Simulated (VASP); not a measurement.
Runs of VASP 6.6.1 on Al2Cu. The structure is that of space group P4/mmm (No. 123), or close to it. The cells are those of the table. 

```tsv
cell	gap on the mesh (eV)	pressure (GPa)
a = 4.227, b = 4.227, c = 2.647 Å, 3 atoms	none	(a)
a = 3.989, b = 3.989, c = 2.979 Å, 3 atoms	none	0.8
a = 4.132, b = 4.132, c = 2.780 Å, 3 atoms	none	0.6
a = 4.037, b = 4.037, c = 2.912 Å, 3 atoms	none	0.3
a = 3.941, b = 3.941, c = 3.045 Å, 3 atoms	none	1.2
a = 4.180, b = 4.180, c = 2.713 Å, 3 atoms	none	1.2
```

Alike in all rows: task single point; level PBEsol; potentials or basis VASP PAW PBE potentials, release 64 (Al, Cu); no spin polarisation; k mesh 10 × 10 × 14; cutoff (eV) 520; smearing gaussian 0.15 eV.

**Question.** Estimate the missing entries.

**Answer.** (a) 2.3.

Caveats: the PAW data sets were made with another functional, which shifts forces and pressure a little.

A gap of «none» marks levels without a gap at the run's occupations.
